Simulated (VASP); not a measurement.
# CdF2 (I4/mmm) in VASP: a series of runs

Runs on CdF2. Level: r2SCAN. Tasks: single point.

All numbers are computed with VASP 6.6.1; they aren't measurements. Logs are shortened: lines on timing, memory, paths and dates and some standing lists are left out, and cuts for length are marked.

## (1) The cell of the first run

Symmetry: I4/mmm, No. 139, tetragonal system. The conventional cell has a = 3.810 Å, b = 3.810 Å, c = 4.782 Å, α = 90.00°, β = 90.00°, γ = 90.00°. Cd (site symmetry 4/mmm) has 8 F at 2.25 Å within 3.0 Å. F (site symmetry -4m2) has 4 Cd at 2.25 Å and 6 F at 2.39 to 2.69 Å within 3.0 Å.

## (2) Single point, r2SCAN (strain -0.1125 x Voigt [1, 0, 0, 0, 0, 0])

Contents of POSCAR:

```
CdF2
1.0
    0.0000000000      2.6940000000      2.6940000000
    2.3909250000      0.0000000000      2.6940000000
    2.3909250000      2.6940000000      0.0000000000
Cd F
1 2
Direct
    0.0000000000      0.0000000000      0.0000000000
    0.2500000000      0.2500000000      0.2500000000
    0.7500000000      0.7500000000      0.7500000000
```

Contents of INCAR.step1:

```
SYSTEM = CdF2
  PREC = Accurate
  ENCUT = 770
  ISMEAR = 0
  SIGMA = 0.05
  LREAL = .FALSE.
  LASPH = .TRUE.
  NELM = 120
  NBANDS = 24
  GGA = PE
  ALGO = Normal
  EDIFF = 1E-5
  LWAVE = .TRUE.
  LCHARG = .FALSE.
  GGA_COMPAT = .FALSE.
```

Contents of INCAR.step2:

```
SYSTEM = CdF2
  PREC = Accurate
  ENCUT = 770
  EDIFF = 1E-6
  ISMEAR = 0
  SIGMA = 0.05
  LREAL = .FALSE.
  LASPH = .TRUE.
  NELM = 120
  ALGO = Normal
  ISIF = 2
  LWAVE = .FALSE.
  LCHARG = .TRUE.
  METAGGA = R2SCAN
  LMIXTAU = .TRUE.
  LELF = .TRUE.
  LVHAR = .TRUE.
  NBANDS = 24
  ISTART = 1
  GGA_COMPAT = .FALSE.
```

Contents of KPOINTS:

```
regular mesh
0
G
  8 8 8
  0 0 0
```

Potentials or basis: VASP PAW PBE potentials, release 64 (Cd_sv_GW, F).

The run is started by

```console
$ cat potpaw_PBE.64/Cd_sv_GW/POTCAR potpaw_PBE.64/F/POTCAR > POTCAR
$ cp INCAR.step1 INCAR
$ mpirun -np 1 vasp_std > vasp.out
$ cp INCAR.step2 INCAR
$ mpirun -np 1 vasp_std > vasp.out
```

OUTCAR:

```text
SYSTEM = CdF2
   PREC = Accurate
   ENCUT = 770
   EDIFF = 1E-6
   ISMEAR = 0
   LREAL = .FALSE.
   LASPH = .TRUE.
   NELM = 120
   ISIF = 2
   METAGGA = R2SCAN
   ISTART = 1

 ion  position               nearest neighbor table
   1  0.000  0.000  0.000-   2 2.25   3 2.25   3 2.25   3 2.25   3 2.25   2 2.25   2 2.25   2 2.25

   2  0.250  0.250  0.250-   1 2.25   1 2.25   1 2.25   1 2.25
   3  0.750  0.750  0.750-   1 2.25   1 2.25   1 2.25   1 2.25

  LATTYP: Found a body centered tetragonal cell.
 ALAT       =     3.8098913370
 C/A-ratio  =     1.2551145366

  Lattice vectors:

 A1 = (  -2.3909250000,   0.0000000000,  -2.6940000000)
 A2 = (  -2.3909250000,   0.0000000000,   2.6940000000)
 A3 = (   2.3909250000,   2.6940000000,   0.0000000000)

Analysis of symmetry for initial positions (statically):
=====================================================================
 Subroutine PRICEL returns:
 Original cell was already a primitive cell.

 Routine SETGRP: Setting up the symmetry group for a
 body centered tetragonal supercell.

 Subroutine GETGRP returns: Found 16 space group operations
 (whereof 16 operations were pure point group operations)
 out of a pool of 16 trial point group operations.

The static configuration has the point symmetry D_4h.

Analysis of symmetry for dynamics (positions and initial velocities):
=====================================================================
 Subroutine PRICEL returns:
 Original cell was already a primitive cell.

 Routine SETGRP: Setting up the symmetry group for a
 body centered tetragonal supercell.

 Subroutine GETGRP returns: Found 16 space group operations
 (whereof 16 operations were pure point group operations)
 out of a pool of 16 trial point group operations.

The dynamic configuration has the point symmetry D_4h.

 Subroutine INISYM returns: Found 16 space group operations
 (whereof 16 operations are pure point group operations),
 and found     1 'primitive' translations

----------------------------------------------------------------------------------------

                                     Primitive cell

  volume of cell :      34.7049

  direct lattice vectors                    reciprocal lattice vectors
     0.000000000  2.694000000  2.694000000    -0.209124084  0.185597624  0.185597624
     2.390925000  0.000000000  2.694000000     0.209124084 -0.185597624  0.185597624
     2.390925000  2.694000000  0.000000000     0.209124084  0.185597624 -0.185597624

  length of vectors
     3.809891337  3.601965902  3.601965902     0.335597734  0.335597734  0.335597734

  position of ions in fractional coordinates (direct lattice)
     0.000000000  0.000000000  0.000000000
     0.250000000  0.250000000  0.250000000
     0.750000000  0.750000000  0.750000000

  ion indices of the primitive-cell ions
   primitive index   ion index
                 1           1
                 2           2
                 3           3

----------------------------------------------------------------------------------------

 KPOINTS: regular mesh

Automatic generation of k-mesh.
 Grid dimensions read from file:
 generate k-points for:    8    8    8

 Generating k-lattice:

  Cartesian coordinates                     Fractional coordinates (reciprocal lattice)
    -0.026140510  0.023199703  0.023199703     0.125000000  0.000000000  0.000000000
     0.026140510 -0.023199703  0.023199703     0.000000000  0.125000000  0.000000000
     0.026140510  0.023199703 -0.023199703     0.000000000  0.000000000  0.125000000

  Length of vectors
     0.041949717  0.041949717  0.041949717

  Shift w.r.t. Gamma in fractional coordinates (k-lattice)
     0.000000000  0.000000000  0.000000000

 Subroutine IBZKPT returns following result:
 ===========================================

 Found     59 irreducible k-points:

 Following reciprocal coordinates:
            Coordinates               Weight
  0.000000  0.000000  0.000000      1.000000
  0.125000  0.000000  0.000000      8.000000
  0.250000  0.000000  0.000000      8.000000
  0.375000 -0.000000 -0.000000      8.000000
  0.500000  0.000000  0.000000      4.000000
  0.125000  0.125000  0.000000      4.000000
[... 16 lines left out ...]
  0.250000  0.125000  0.125000      4.000000
  0.375000  0.125000  0.125000      8.000000
 [... further k-points ...]
   k-points           NKPTS =     59   k-points in BZ     NKDIM =     59   number of bands    NBANDS=     24
   number of dos      NEDOS =    301   number of ions     NIONS =      3
   total plane-waves  NPLWV =  46656
   dimension x,y,z NGX =    36 NGY =   36 NGZ =   36
   dimension x,y,z NGXF=    72 NGYF=   72 NGZF=   72
   ions per type =               1   2
   NGX,Y,Z   is equivalent  to a cutoff of  15.71, 16.62, 16.62 a.u.
   NGXF,Y,Z  is equivalent  to a cutoff of  31.42, 33.23, 33.23 a.u.
 SYSTEM =  CdF2
   PREC   = accura    normal or accurate (medium, high low for compatibility)
   ISTART =      1    job   : 0-new  1-cont  2-samecut
   ICHARG =      0    charge: 1-file 2-atom 10-const
   ISPIN  =      1    spin polarized calculation?
   LNONCOLLINEAR =      F non collinear calculations
   LSORBIT =      F    spin-orbit coupling
   LASPH  =      T    aspherical Exc in radial PAW
   ENCUT  =  770.0 eV  56.59 Ry    7.52 a.u.   8.62  8.15  8.15*2*pi/ulx,y,z
   NELM   =    120;   NELMIN=  2; NELMDL=  0     # of ELM steps
   EDIFF  = 0.1E-05   stopping-criterion for ELM
   LREAL  =      F    real-space projection
   EDIFFG = 0.1E-04   stopping-criterion for IOM
   NSW    =      0    number of steps for IOM
   IBRION =     -1    ionic relax: 0-MD 1-quasi-New 2-CG
   NFREE  =      0    steps in history (QN), initial steepest desc. (CG)
   ISIF   =      2    stress and relaxation
   ISYM   =      2    0-nonsym 1-usesym 2-fastsym
   POTIM  = 0.5000    time-step for ionic-motion
   TEBEG  =    0.0;   TEEND  =   0.0 temperature during run
   PSTRESS=    0.0 pullay stress
   NELECT =      34.0000    total number of electrons
   NUPDOWN=      -1.0000    fix difference up-down
   EMIN   =  10.00;   EMAX   =-10.00  energy-range for DOS
   EFERMI =   0.00;   METHOD = LEGACY
   ISMEAR =     0;   SIGMA  =   0.05  broadening in eV -4-tet -1-fermi 0-gaus
   EFERMI_NEDOS =   21; number of points for ismear=-14 and -15
   IALGO  =     38    algorithm
   IMIX   =      4    mixing-type and parameters
     AMIX     =   0.40;   BMIX     =  1.00
     AMIX_MAG =   1.60;   BMIX_MAG =  1.00
  volume/ion in A,a.u.               =      11.57        78.07
  Fermi-wavevector in a.u.,A,eV,Ry     =   1.625938  3.072578 35.969392  2.643676
  Thomas-Fermi vector in A             =   2.718980
   LORBIT       =      0    0 simple, 1 ext, 2 COOP (PROOUT), +10 PAW based schemes
   METAGGA = R2SCAN    functional components
   LHFCALC =     F    Hartree Fock is set to
   AEXX    =    0.0000 exact exchange contribution
   IVDW    =     0    specifies the selected vdW correction
   LEPSILON=     F    determine dielectric tensor
   LRPA    =     F    only Hartree local field effects (RPA)
 non-spin polarized calculation
 Gauss-broadening in eV      SIGMA  =   0.05
  energy-cutoff  :      770.00
  volume of cell :       34.70
 maximum number of plane-waves:      1698
 NGX is ok and might be reduce to    36
   NGX = 17   NGY = 17   NGZ = 17

 number of electron      34.0000004 magnetization

 Free energy of the ion-electron system (eV)
  ---------------------------------------------------
  ext. energy  EPLUGINS =         0.00000000
  ---------------------------------------------------
  free energy    TOTEN  =       -33.48693840 eV

  energy without entropy =      -33.48693840  energy(sigma->0) =      -33.48693840

 E-fermi :   1.8610     XC(G=0): -11.9467

 val. band max:        1.5859140259   @ k =  -0.3750   0.5000   0.1250
 cond. band min:       5.3924536107   @ k =   0.0000   0.0000   0.0000
 fundamental gap:      3.8065395848
 Fermi energy:         1.8610021103

 k-point     1 :       0.0000    0.0000    0.0000
  band No.  band energies     occupation
      1     -99.5280      2.00000
      2     -59.7709      2.00000
      3     -59.7238      2.00000
      4     -59.7238      2.00000
      5     -21.3408      2.00000
      6     -19.8273      2.00000
[... 16 lines left out ...]
     23      21.6523      0.00000
     24      24.9395      0.00000

 k-point     2 :       0.1250    0.0000    0.0000
  band No.  band energies     occupation
      1     -99.5280      2.00000
      2     -59.7712      2.00000
      3     -59.7242      2.00000
      4     -59.7240      2.00000
      5     -21.2744      2.00000
      6     -19.8903      2.00000
[... 16 lines left out ...]
     23      21.7426      0.00000
     24      24.2815      0.00000

 k-point     3 :       0.2500    0.0000    0.0000
  band No.  band energies     occupation
      1     -99.5279      2.00000
      2     -59.7721      2.00000
      3     -59.7253      2.00000
      4     -59.7244      2.00000
      5     -21.0935      2.00000
      6     -20.0595      2.00000
[... 16 lines left out ...]
     23      22.7372      0.00000
     24      23.4049      0.00000

 k-point     4 :       0.3750   -0.0000   -0.0000
  band No.  band energies     occupation
      1     -99.5278      2.00000
      2     -59.7730      2.00000
      3     -59.7263      2.00000
      4     -59.7249      2.00000
      5     -20.8439      2.00000
      6     -20.2922      2.00000
[... 16 lines left out ...]
     23      21.9672      0.00000
     24      22.6410      0.00000

 k-point     5 :       0.5000    0.0000    0.0000
  band No.  band energies     occupation
      1     -99.5278      2.00000
      2     -59.7735      2.00000
      3     -59.7267      2.00000
      4     -59.7251      2.00000
      5     -20.6168      2.00000
      6     -20.5110      2.00000
[... 451 lines left out ...]
 k-point    22 :       0.0000    0.1250    0.1250
  band No.  band energies     occupation
      1     -99.5280      2.00000
      2     -59.7716      2.00000
      3     -59.7242      2.00000
      4     -59.7242      2.00000
      5     -21.2175      2.00000
      6     -19.9543      2.00000
[... 16 lines left out ...]
     23      22.4461      0.00000
     24      24.1763      0.00000

 k-point    23 :       0.2500    0.1250    0.1250
  band No.  band energies     occupation
      1     -99.5279      2.00000
      2     -59.7715      2.00000
      3     -59.7250      2.00000
      4     -59.7242      2.00000
      5     -21.2078      2.00000
      6     -19.9396      2.00000
[... 16 lines left out ...]
     23      22.0932      0.00000
     24      23.9998      0.00000

 k-point    24 :       0.3750    0.1250    0.1250
  band No.  band energies     occupation
      1     -99.5279      2.00000
      2     -59.7724      2.00000
      3     -59.7261      2.00000
      4     -59.7246      2.00000
      5     -21.0428      2.00000
      6     -20.0831      2.00000
[... 16 lines left out ...]
     23      20.8378      0.00000
     24      24.7725      0.00000

 [... further k-points ...]
[... 5 lines left out ...]
  --------------------------------------------------------------------------------------
  -------------------------------------------------------------------------------------
  Total        6.1660045      2.5438598      2.5438598     -0.0000000      0.0000000      0.0000000
  in kB      284.6579295    117.4390763    117.4390763     -0.0000000      0.0000000      0.0000000
  external PRESSURE =     173.1786940 kB  Pullay stress =       0.0000000 kB

 VOLUME and BASIS-vectors are now :
 -----------------------------------------------------------------------------
  energy-cutoff  :      770.00
  volume of cell :       34.70
      direct lattice vectors                 reciprocal lattice vectors
     0.000000000  2.694000000  2.694000000    -0.209124084  0.185597624  0.185597624
     2.390925000  0.000000000  2.694000000     0.209124084 -0.185597624  0.185597624
     2.390925000  2.694000000  0.000000000     0.209124084  0.185597624 -0.185597624

 POSITION                                       TOTAL-FORCE (eV/Angst)
 -----------------------------------------------------------------------------------
      0.00000      0.00000      0.00000         0.000000     -0.000000      0.000000
      1.19546      1.34700      1.34700         0.000000     -0.000000     -0.000000
      3.58639      4.04100      4.04100        -0.000000      0.000000      0.000000
 -----------------------------------------------------------------------------------
    total drift:                               -0.000000      0.000000      0.000000

  FREE ENERGIE OF THE ION-ELECTRON SYSTEM (eV)
  ---------------------------------------------------
  free  energy   TOTEN  =       -33.4869383993 eV

  energy  without entropy=      -33.4869383993  energy(sigma->0) =      -33.48693840
```

Wall time 5.3 min (1 thread of Intel Xeon Platinum 8259CL at 2.50GHz (Skylake/Cascade Lake), shared host); peak memory 0.28 GiB.

What came out:

```yaml
Free_energy: -33.4869 eV
Pressure: 17.3 GPa
Band_gap_on_the_k_mesh: 3.81 eV (least direct gap 4.30 eV)
```

Stress tensor (GPa, compression positive):
```
28.47  0.00  0.00
 0.00 11.74  0.00
 0.00  0.00 11.74
```

Levels at points of the mesh, in eV from the valence-band top:
| k point | band 14 | band 15 | band 16 | band 17 | band 18 | band 19 | band 20 | band 21 |
| --- | --- | --- | --- | --- | --- | --- | --- | --- |
| (0.00, 0.00, 0.00) | -0.97 | -0.71 | -0.50 | -0.50 | 3.81 | 13.85 | 14.04 | 14.04 |
| (0.50, 0.00, 0.00) | -2.72 | -2.39 | -0.62 | -0.58 | 8.61 | 9.57 | 15.89 | 17.02 |
| (0.50, 0.50, 0.00) | -3.54 | -1.23 | -0.46 | 0.00 | 9.65 | 10.91 | 12.26 | 15.61 |
| (0.00, 0.50, 0.50) | -3.27 | -0.43 | -0.43 | -0.38 | 9.04 | 10.86 | 12.67 | 15.66 |

Caveat: the cell differs from its parent crystal (strain -0.1125 x Voigt [1, 0, 0, 0, 0, 0]); the stress differs along the axes, from 12 to 28 GPa; the PAW data sets were made with another functional, which shifts forces and pressure a little. A k mesh can miss the band edges.

## (3) Single point, r2SCAN (strain -0.0375 x Voigt [1, 0, 0, 0, 0, 0])

Contents of POSCAR:

```
CdF2
1.0
    0.0000000000      2.6940000000      2.6940000000
    2.5929750000      0.0000000000      2.6940000000
    2.5929750000      2.6940000000      0.0000000000
Cd F
1 2
Direct
    0.0000000000      0.0000000000      0.0000000000
    0.2500000000      0.2500000000      0.2500000000
    0.7500000000      0.7500000000      0.7500000000
```

Contents of INCAR.step1:

```
ALGO = Normal ; EDIFF = 1E-5
ENCUT = 770 ; GGA = PE
GGA_COMPAT = F ; ISMEAR = 0
LASPH = T ; LCHARG = F
LREAL = F ; LWAVE = T
NBANDS = 24 ; NELM = 120
PREC = Accurate ; SIGMA = 0.05
```

Contents of INCAR.step2:

```
ALGO = Normal ; EDIFF = 1E-6
ENCUT = 770 ; GGA_COMPAT = F
ISIF = 2 ; ISMEAR = 0
ISTART = 1 ; LASPH = T
LCHARG = T ; LELF = T
LMIXTAU = T ; LREAL = F
LVHAR = T ; LWAVE = F
METAGGA = R2SCAN ; NBANDS = 24
NELM = 120 ; PREC = Accurate
SIGMA = 0.05
```

Contents of KPOINTS:

```
k-points
0
Gamma
  8 8 8
```

Potentials or basis: VASP PAW PBE potentials, release 64 (Cd_sv_GW, F).

The run is started by

```console
$ cat potpaw_PBE.64/Cd_sv_GW/POTCAR potpaw_PBE.64/F/POTCAR > POTCAR
$ cp INCAR.step1 INCAR
$ mpirun -np 1 vasp_std > vasp.out
$ cp INCAR.step2 INCAR
$ mpirun -np 1 vasp_std > vasp.out
```

Run time: 3.7 min. Hardware: 1 thread of Intel Xeon Platinum 8488C (Sapphire Rapids), shared host; peak memory 0.29 GiB.

The run converged. Its results:

* Free energy: -33.8105 eV
* Pressure: 4.3 GPa
* Band gap on the k mesh: 3.88 eV (least direct gap 4.34 eV)

Stress tensor (GPa, compression positive):
```
7.41 0.00 0.00
0.00 2.75 0.00
0.00 0.00 2.75
```

Levels at points of the mesh, in eV from the valence-band top:
```
           k point  band 15  band 16  band 17  band 18  band 19  band 20
(0.00, 0.00, 0.00)    -0.59    -0.46    -0.46     3.88    13.71    13.81
(0.50, 0.00, 0.00)    -1.98    -0.42    -0.41     8.28     9.77    15.78
(0.50, 0.50, 0.00)    -0.70    -0.17    -0.04     9.22    10.79    12.27
(0.00, 0.50, 0.50)    -0.47    -0.16    -0.16     9.12    10.71    12.31
```

Caveat: the cell differs from its parent crystal (strain -0.0375 x Voigt [1, 0, 0, 0, 0, 0]); the cell stands under pressure; the PAW data sets were made with another functional, which shifts forces and pressure a little. A k mesh can miss the band edges.
